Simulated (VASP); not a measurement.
# Si in VASP: notebook

The runs below take Si through single point, relaxation of cell and atoms, with PBE.

All numbers are computed with VASP 6.6.1; they aren't measurements. Logs are shortened: lines on timing, memory, paths and dates and some standing lists are left out, and cuts for length are marked.

### 1 The cell of the first run

The structure is cubic, space group P2_13 (No. 198). Conventional cell: a = 4.137 Å, b = 4.137 Å, c = 4.137 Å, α = 90.00°, β = 90.00°, γ = 90.00°. Si (site symmetry 3) has 6 Si at 2.53 Å within 3.3 Å.

### 2 Single point, PBE

File INCAR:

```
SYSTEM = Si
PREC     = Accurate       ! precision mode
ENCUT    = 520            ! plane-wave cutoff, eV
EDIFF    = 1E-6           ! SCF threshold, eV
ISMEAR   = 0              ! smearing method
SIGMA    = 0.1            ! smearing width, eV
LREAL    = .FALSE.        ! projectors in reciprocal space
LASPH    = .TRUE.         ! aspherical terms in the spheres
NELM     = 80             ! most SCF steps
ALGO     = Normal         ! electronic algorithm
ISIF     = 2              ! what is computed and relaxed
LWAVE    = .FALSE.        ! write WAVECAR
LCHARG   = .TRUE.         ! write CHGCAR
GGA      = PE             ! functional
LELF     = .TRUE.         ! ELF
LVHAR    = .TRUE.       
NBANDS   = 16             ! bands
```

File KPOINTS:

```
Automatic mesh
0
G
  4 4 4
  0 0 0
```

File POSCAR:

```
Si
1.0
    4.1366347508      0.0000000000      0.0000000000
    0.0000000000      4.1366347508      0.0000000000
    0.0000000000      0.0000000000      4.1366347508
Si
4
Direct
    0.8744536553      0.8744536553      0.8744536553
    0.6255463447      0.1255463447      0.3744536553
    0.1255463447      0.3744536553      0.6255463447
    0.3744536553      0.6255463447      0.1255463447
```

Potentials or basis: VASP PAW PBE potentials, release 64 (Si).

Launch:

```console
cat potpaw_PBE.64/Si/POTCAR > POTCAR
mpirun -np 1 vasp_std > vasp.out
```

OUTCAR:

```text
SYSTEM = Si
   PREC = Accurate
   ENCUT = 520
   EDIFF = 1E-6
   ISMEAR = 0
   LREAL = .FALSE.
   LASPH = .TRUE.
   NELM = 80
   ISIF = 2
   GGA = PE

 ion  position               nearest neighbor table
   1  0.874  0.874  0.874-   3 2.53   4 2.53   3 2.53   4 2.53   2 2.53   2 2.53
   2  0.626  0.126  0.374-   3 2.53   4 2.53   4 2.53   3 2.53   1 2.53   1 2.53
   3  0.126  0.374  0.626-   1 2.53   2 2.53   1 2.53   2 2.53   4 2.53   4 2.53
   4  0.374  0.626  0.126-   1 2.53   2 2.53   2 2.53   1 2.53   3 2.53   3 2.53

  LATTYP: Found a simple cubic cell.
 ALAT       =     4.1366347508

  Lattice vectors:

 A1 = (   4.1366347508,   0.0000000000,   0.0000000000)
 A2 = (   0.0000000000,   4.1366347508,   0.0000000000)
 A3 = (   0.0000000000,   0.0000000000,   4.1366347508)

Analysis of symmetry for initial positions (statically):
=====================================================================
 Subroutine PRICEL returns:
 Original cell was already a primitive cell.

 Routine SETGRP: Setting up the symmetry group for a
 simple cubic supercell.

 Subroutine GETGRP returns: Found 12 space group operations
 (whereof  3 operations were pure point group operations)
 out of a pool of 48 trial point group operations.

The static configuration has the point symmetry C_3 .
 The point group associated with its full space group is T   .

Analysis of symmetry for dynamics (positions and initial velocities):
=====================================================================
 Subroutine PRICEL returns:
 Original cell was already a primitive cell.

 Routine SETGRP: Setting up the symmetry group for a
 simple cubic supercell.

 Subroutine GETGRP returns: Found 12 space group operations
 (whereof  3 operations were pure point group operations)
 out of a pool of 48 trial point group operations.

The dynamic configuration has the point symmetry C_3 .
 The point group associated with its full space group is T   .

 Subroutine INISYM returns: Found 12 space group operations
 (whereof  3 operations are pure point group operations),
 and found     1 'primitive' translations

----------------------------------------------------------------------------------------

                                     Primitive cell

  volume of cell :      70.7850

  direct lattice vectors                    reciprocal lattice vectors
     4.136634751  0.000000000  0.000000000     0.241742397  0.000000000  0.000000000
     0.000000000  4.136634751  0.000000000     0.000000000  0.241742397  0.000000000
     0.000000000  0.000000000  4.136634751     0.000000000  0.000000000  0.241742397

  length of vectors
     4.136634751  4.136634751  4.136634751     0.241742397  0.241742397  0.241742397

  position of ions in fractional coordinates (direct lattice)
     0.874453655  0.874453655  0.874453655
     0.625546345  0.125546345  0.374453655
     0.125546345  0.374453655  0.625546345
     0.374453655  0.625546345  0.125546345

  ion indices of the primitive-cell ions
   primitive index   ion index
                 1           1
                 2           2
                 3           3
                 4           4

----------------------------------------------------------------------------------------

 KPOINTS: Automatic mesh

Automatic generation of k-mesh.
 Grid dimensions read from file:
 generate k-points for:    4    4    4

 Generating k-lattice:

  Cartesian coordinates                     Fractional coordinates (reciprocal lattice)
     0.060435599  0.000000000  0.000000000     0.250000000  0.000000000  0.000000000
     0.000000000  0.060435599  0.000000000     0.000000000  0.250000000  0.000000000
     0.000000000  0.000000000  0.060435599     0.000000000  0.000000000  0.250000000

  Length of vectors
     0.060435599  0.060435599  0.060435599

  Shift w.r.t. Gamma in fractional coordinates (k-lattice)
     0.000000000  0.000000000  0.000000000

 Subroutine IBZKPT returns following result:
 ===========================================

 Found     11 irreducible k-points:

 Following reciprocal coordinates:
            Coordinates               Weight
  0.000000  0.000000  0.000000      1.000000
  0.250000  0.000000  0.000000      6.000000
  0.500000  0.000000  0.000000      3.000000
  0.250000  0.250000  0.000000     12.000000
  0.500000  0.250000  0.000000      6.000000
 -0.250000  0.500000  0.000000      6.000000
  0.500000  0.500000  0.000000      3.000000
  0.250000  0.250000  0.250000      8.000000
  0.500000  0.250000  0.250000     12.000000
  0.500000  0.500000  0.250000      6.000000
  0.500000  0.500000  0.500000      1.000000
   k-points           NKPTS =     11   k-points in BZ     NKDIM =     11   number of bands    NBANDS=     16
   number of dos      NEDOS =    301   number of ions     NIONS =      4
   total plane-waves  NPLWV =  32768
   dimension x,y,z NGX =    32 NGY =   32 NGZ =   32
   dimension x,y,z NGXF=    64 NGYF=   64 NGZF=   64
   ions per type =               4
   NGX,Y,Z   is equivalent  to a cutoff of  12.86, 12.86, 12.86 a.u.
   NGXF,Y,Z  is equivalent  to a cutoff of  25.72, 25.72, 25.72 a.u.
 SYSTEM =  Si
   PREC   = accura    normal or accurate (medium, high low for compatibility)
   ISTART =      0    job   : 0-new  1-cont  2-samecut
   ICHARG =      2    charge: 1-file 2-atom 10-const
   ISPIN  =      1    spin polarized calculation?
   LNONCOLLINEAR =      F non collinear calculations
   LSORBIT =      F    spin-orbit coupling
   LASPH  =      T    aspherical Exc in radial PAW
   ENCUT  =  520.0 eV  38.22 Ry    6.18 a.u.   7.69  7.69  7.69*2*pi/ulx,y,z
   NELM   =     80;   NELMIN=  2; NELMDL= -5     # of ELM steps
   EDIFF  = 0.1E-05   stopping-criterion for ELM
   LREAL  =      F    real-space projection
   EDIFFG = 0.1E-04   stopping-criterion for IOM
   NSW    =      0    number of steps for IOM
   IBRION =     -1    ionic relax: 0-MD 1-quasi-New 2-CG
   NFREE  =      0    steps in history (QN), initial steepest desc. (CG)
   ISIF   =      2    stress and relaxation
   ISYM   =      2    0-nonsym 1-usesym 2-fastsym
   POTIM  = 0.5000    time-step for ionic-motion
   TEBEG  =    0.0;   TEEND  =   0.0 temperature during run
   PSTRESS=    0.0 pullay stress
   NELECT =      16.0000    total number of electrons
   NUPDOWN=      -1.0000    fix difference up-down
   EMIN   =  10.00;   EMAX   =-10.00  energy-range for DOS
   EFERMI =   0.00;   METHOD = LEGACY
   ISMEAR =     0;   SIGMA  =   0.10  broadening in eV -4-tet -1-fermi 0-gaus
   EFERMI_NEDOS =   21; number of points for ismear=-14 and -15
   IALGO  =     38    algorithm
   IMIX   =      4    mixing-type and parameters
     AMIX     =   0.40;   BMIX     =  1.00
     AMIX_MAG =   1.60;   BMIX_MAG =  1.00
  volume/ion in A,a.u.               =      17.70       119.42
  Fermi-wavevector in a.u.,A,eV,Ry     =   0.997243  1.884516 13.530906  0.994494
  Thomas-Fermi vector in A             =   2.129386
   LORBIT       =      0    0 simple, 1 ext, 2 COOP (PROOUT), +10 PAW based schemes
   GGA     = PE    functional components
   LHFCALC =     F    Hartree Fock is set to
   AEXX    =    0.0000 exact exchange contribution
   IVDW    =     0    specifies the selected vdW correction
   LEPSILON=     F    determine dielectric tensor
   LRPA    =     F    only Hartree local field effects (RPA)
 non-spin polarized calculation
 Gauss-broadening in eV      SIGMA  =   0.10
  energy-cutoff  :      520.00
  volume of cell :       70.79
 maximum number of plane-waves:      1935
 NGX is ok and might be reduce to    32
   NGX = 15   NGY = 15   NGZ = 15

 number of electron      15.9999998 magnetization

 Free energy of the ion-electron system (eV)
  ---------------------------------------------------
  ext. energy  EPLUGINS =         0.00000000
  ---------------------------------------------------
  free energy    TOTEN  =       -19.88283012 eV

  energy without entropy =      -19.87822345  energy(sigma->0) =      -19.88052679

 E-fermi :   7.4257     XC(G=0): -10.1788

 val. band max:        7.2615117294   @ k =   0.2500   0.2500   0.0000
 cond. band min:       7.4913450681   @ k =   0.5000   0.0000   0.0000
 fundamental gap:      0.2298333387
 Fermi energy:         7.4257312491

 k-point     1 :       0.0000    0.0000    0.0000
  band No.  band energies     occupation
      1      -5.5105      2.00000
      2       1.1174      2.00000
      3       1.1174      2.00000
      4       1.1174      2.00000
      5       4.8290      2.00000
      6       4.8290      2.00000
[... 8 lines left out ...]
     15      10.8235      0.00000
     16      14.3889      0.00000

 k-point     2 :       0.2500    0.0000    0.0000
  band No.  band energies     occupation
      1      -5.0132      2.00000
      2      -1.2874      2.00000
      3       1.6131      2.00000
      4       2.7099      2.00000
      5       4.1808      2.00000
      6       5.1085      2.00000
[... 8 lines left out ...]
     15      12.7321      0.00000
     16      14.5469      0.00000

 k-point     3 :       0.5000    0.0000    0.0000
  band No.  band energies     occupation
      1      -3.5535      2.00000
      2      -3.5535      2.00000
      3       3.0462      2.00000
      4       3.0462      2.00000
      5       4.5290      2.00000
      6       4.5290      2.00000
[... 8 lines left out ...]
     15      13.4841      0.00000
     16      13.4841      0.00000

 k-point     4 :       0.2500    0.2500    0.0000
  band No.  band energies     occupation
      1      -4.5242      2.00000
      2      -1.3770      2.00000
      3       0.2061      2.00000
      4       3.2986      2.00000
      5       3.5969      2.00000
      6       4.2349      2.00000
[... 8 lines left out ...]
     15      12.9878      0.00000
     16      13.8177      0.00000
[... 77 lines left out ...]
 k-point     9 :       0.5000    0.2500    0.2500
  band No.  band energies     occupation
      1      -2.6737      2.00000
      2      -2.6737      2.00000
      3       0.8592      2.00000
      4       0.8592      2.00000
      5       2.9092      2.00000
      6       2.9092      2.00000
[... 8 lines left out ...]
     15      14.3449      0.00000
     16      14.3449      0.00000

 k-point    10 :       0.5000    0.5000    0.2500
  band No.  band energies     occupation
      1      -1.8686      2.00000
      2      -1.8686      2.00000
      3      -0.2997      2.00000
      4      -0.2997      2.00000
      5       3.1255      2.00000
      6       3.1255      2.00000
[... 8 lines left out ...]
     15      15.9325      0.00000
     16      15.9325      0.00000

 k-point    11 :       0.5000    0.5000    0.5000
  band No.  band energies     occupation
      1      -0.7298      2.00000
      2      -0.7298      2.00000
      3      -0.7298      2.00000
      4      -0.7298      2.00000
      5       2.6097      2.00000
      6       2.6097      2.00000
[... 8 lines left out ...]
     15      15.6057      0.00000
     16      15.6057      0.00000

------------------------ aborting loop because EDIFF is reached ----------------------------------------

  FORCE on cell =-STRESS in cart. coord.  units (eV):
  Direction    XX          YY          ZZ          XY          YZ          ZX
  --------------------------------------------------------------------------------------
  -------------------------------------------------------------------------------------
  Total       -0.0882418     -0.0882418     -0.0882418     -0.0000000      0.0000000     -0.0000000
  in kB       -1.9973010     -1.9973010     -1.9973010     -0.0000000      0.0000000     -0.0000000
  external PRESSURE =      -1.9973010 kB  Pullay stress =       0.0000000 kB

 VOLUME and BASIS-vectors are now :
 -----------------------------------------------------------------------------
  energy-cutoff  :      520.00
  volume of cell :       70.79
      direct lattice vectors                 reciprocal lattice vectors
     4.136634751  0.000000000  0.000000000     0.241742397  0.000000000  0.000000000
     0.000000000  4.136634751  0.000000000     0.000000000  0.241742397  0.000000000
     0.000000000  0.000000000  4.136634751     0.000000000  0.000000000  0.241742397

 POSITION                                       TOTAL-FORCE (eV/Angst)
 -----------------------------------------------------------------------------------
      3.61730      3.61730      3.61730         0.001259      0.001259      0.001259
      2.58766      0.51934      1.54898        -0.001259     -0.001259      0.001259
      0.51934      1.54898      2.58766        -0.001259      0.001259     -0.001259
      1.54898      2.58766      0.51934         0.001259     -0.001259     -0.001259
 -----------------------------------------------------------------------------------
    total drift:                               -0.000000     -0.000000     -0.000000

  FREE ENERGIE OF THE ION-ELECTRON SYSTEM (eV)
  ---------------------------------------------------
  free  energy   TOTEN  =       -19.8828301237 eV

  energy  without entropy=      -19.8782234526  energy(sigma->0) =      -19.88052679
```

Wall time 5.8 s (1 thread of Intel Xeon 6975P-C (Granite Rapids), shared host); peak memory 0.16 GiB.

What came out:

| Quantity | Value |
| --- | --- |
| Free energy | -19.8828 eV |
| Pressure | -0.2 GPa |
| Band gap on the k mesh | zero (band 8 reaches 8.74 eV, above the bottom of band 9 at 7.49 eV) |

Forces in eV/Å, atoms in the order of the input:
```
Si   0.001  0.001  0.001
Si  -0.001 -0.001  0.001
Si  -0.001  0.001 -0.001
Si   0.001 -0.001 -0.001
```

Levels at points of the mesh, in eV from the Fermi level:
| k point | band 4 | band 5 | band 6 | band 7 | band 8 | band 9 | band 10 | band 11 | band 12 | band 13 |
| --- | --- | --- | --- | --- | --- | --- | --- | --- | --- | --- |
| (0.00, 0.00, 0.00) | -6.31 | -2.60 | -2.60 | -2.60 | 1.31 | 1.31 | 1.31 | 2.50 | 2.50 | 3.40 |
| (0.50, 0.00, 0.00) | -4.38 | -2.90 | -2.90 | -2.47 | -2.47 | 0.07 | 0.07 | 3.83 | 3.83 | 5.58 |
| (0.50, 0.50, 0.00) | -7.95 | -2.24 | -2.24 | -0.24 | -0.24 | 0.33 | 0.33 | 0.94 | 0.94 | 6.97 |
| (0.50, 0.50, 0.50) | -8.16 | -4.82 | -4.82 | -4.82 | -4.82 | 6.52 | 6.52 | 6.52 | 6.52 | 8.18 |

Caveat: the k points lie up to 0.38 Å⁻¹ apart.

### 3 Single point, PBE

This run uses another cell than the first one, of 17.36 Å³/atom, 0.981 times its volume.

File INCAR:

```
SYSTEM = Si
ALGO = Normal
EDIFF = 1E-6
ENCUT = 520
GGA = PE
ISIF = 2
ISMEAR = 0
LASPH = .TRUE.
LCHARG = .TRUE.
LELF = .TRUE.
LREAL = .FALSE.
LVHAR = .TRUE.
LWAVE = .FALSE.
NBANDS = 16
NELM = 80
PREC = Accurate
SIGMA = 0.1
```

File KPOINTS:

```
k-points
0
G
  12 12 12
  0 0 0
```

File POSCAR:

```
Si
1.0
    4.1104072097      0.0000000000      0.0000000000
    0.0000000000      4.1104072097      0.0000000000
    0.0000000000      0.0000000000      4.1104072097
Si
4
Direct
    0.3750000000      0.3750000000      0.3750000000
    0.1250000000      0.6250000000      0.8750000000
    0.6250000000      0.8750000000      0.1250000000
    0.8750000000      0.1250000000      0.6250000000
```

Potentials or basis: VASP PAW PBE potentials, release 64 (Si).

Launch:

```console
cat potpaw_PBE.64/Si/POTCAR > POTCAR
mpirun -np 1 vasp_std > vasp.out
```

It took 24 s on 1 thread of Intel Xeon 6975P-C (Granite Rapids), shared host; peak memory 0.2 GiB.

It converged, with:

| Quantity | Value |
| --- | --- |
| Free energy | -19.9002 eV |
| Pressure | 0.0 GPa |
| Band gap on the k mesh | zero (band 8 reaches 9.01 eV, above the bottom of band 9 at 7.53 eV) |

Levels at points of the mesh, in eV from the Fermi level:
```
           k point  band 6  band 7  band 8  band 9  band 10  band 11
(0.00, 0.00, 0.00)   -2.65   -2.65    1.38    1.38     1.38     2.53
(0.50, 0.00, 0.00)   -2.89   -2.51   -2.51    0.02     0.02     3.88
(0.50, 0.50, 0.00)   -2.28   -0.25   -0.25    0.36     0.36     0.94
(0.50, 0.50, 0.50)   -4.90   -4.90   -4.90    6.61     6.61     6.61
```

### 4 Relaxation of cell and atoms, PBE

File INCAR:

```
SYSTEM = Si
PREC     = Accurate       ! precision mode
ENCUT    = 600            ! plane-wave cutoff, eV
EDIFF    = 1E-6           ! SCF threshold, eV
ISMEAR   = 0              ! smearing method
SIGMA    = 0.1            ! smearing width, eV
LREAL    = .False.        ! projectors in reciprocal space
LASPH    = .True.         ! aspherical terms in the spheres
NELM     = 80             ! most SCF steps
ALGO     = Normal         ! electronic algorithm
ISIF     = 3              ! what is computed and relaxed
LWAVE    = .False.        ! write WAVECAR
LCHARG   = .False.        ! write CHGCAR
GGA      = PE             ! functional
IBRION   = 2              ! ionic algorithm
NSW      = 100            ! ionic steps
EDIFFG   = -0.01          ! ionic threshold
```

File KPOINTS:

```
regular mesh
0
Gamma
  12 12 12
  0 0 0
```

File POSCAR:

```
Si
1.0
    4.1366347508      0.0000000000      0.0000000000
    0.0000000000      4.1366347508      0.0000000000
    0.0000000000      0.0000000000      4.1366347508
Si
4
Direct
    0.3750000000      0.3750000000      0.3750000000
    0.1250000000      0.6250000000      0.8750000000
    0.6250000000      0.8750000000      0.1250000000
    0.8750000000      0.1250000000      0.6250000000
```

Launch:

```console
cat potpaw_PBE.64/Si/POTCAR > POTCAR
mpirun -np 1 vasp_std > vasp.out
```

It took 70 s on 1 thread of Intel Xeon 6975P-C (Granite Rapids), shared host; peak memory 0.24 GiB.

The run converged. Its results:

| Quantity | Value |
| --- | --- |
| Free energy | -19.9006 eV |
| Relaxed volume | 17.35 Å³/atom |
| Relaxed cell | a = 4.110 Å, b = 4.110 Å, c = 4.110 Å, α = 90.00°, β = 90.00°, γ = 90.00° |
| Space group after relaxing (to 0.05 Å) | P4_132 (No. 213) |
| Energy gained by relaxing | 1.7 meV/atom |
| Ionic steps | 3 |
| Pressure after relaxing | 0.0 GPa |
| Band gap on the k mesh | zero (band 8 reaches 9.02 eV, above the bottom of band 9 at 7.53 eV) |

The path:
```
step  energy change (eV)  largest force (eV/Å)  pressure (GPa)  volume (Å³)
   1              0.0000                0.0000           -1.59        70.79
   2             -0.0063                0.0000            0.51        69.00
   3             -0.0070                0.0000            0.01        69.41
```

Final structure:
```
Si
1.0
     4.10965    0.00000    0.00000
     0.00000    4.10965    0.00000
     0.00000    0.00000    4.10965
Si
4
Direct
  0.37500 0.37500 0.37500
  0.12500 0.62500 0.87500
  0.62500 0.87500 0.12500
  0.87500 0.12500 0.62500
```

Levels at points of the mesh, in eV from the Fermi level:
| k point | band 4 | band 5 | band 6 | band 7 | band 8 | band 9 | band 10 | band 11 | band 12 |
| --- | --- | --- | --- | --- | --- | --- | --- | --- | --- |
| (0.00, 0.00, 0.00) | -6.36 | -2.66 | -2.66 | -2.66 | 1.38 | 1.38 | 1.38 | 2.53 | 2.53 |
| (0.50, 0.00, 0.00) | -4.43 | -2.89 | -2.89 | -2.51 | -2.51 | 0.02 | 0.02 | 3.88 | 3.88 |
| (0.50, 0.50, 0.00) | -8.05 | -2.28 | -2.28 | -0.25 | -0.25 | 0.37 | 0.37 | 0.94 | 0.94 |
| (0.50, 0.50, 0.50) | -8.23 | -4.91 | -4.91 | -4.91 | -4.91 | 6.61 | 6.61 | 6.61 | 6.61 |

### 5 Overview

```csv
task,cell,k mesh,cutoff (eV),gap on the mesh (eV),pressure (GPa)
single point,"a = 4.137 Å, 4 atoms",4 × 4 × 4,520,none,-0.2
single point,"a = 4.110 Å, 4 atoms",12 × 12 × 12,520,none,0.0
relaxation of cell and atoms,"relaxed from a = 4.137 Å, 4 atoms",12 × 12 × 12,600,none,0.0
```

Alike in all rows: level PBE; potentials or basis VASP PAW PBE potentials, release 64 (Si); no spin polarisation; smearing gaussian 0.1 eV.

Caveats: some runs use coarse meshes.

Total energies depend on the potentials used, so only differences within one code and one set of settings carry meaning.
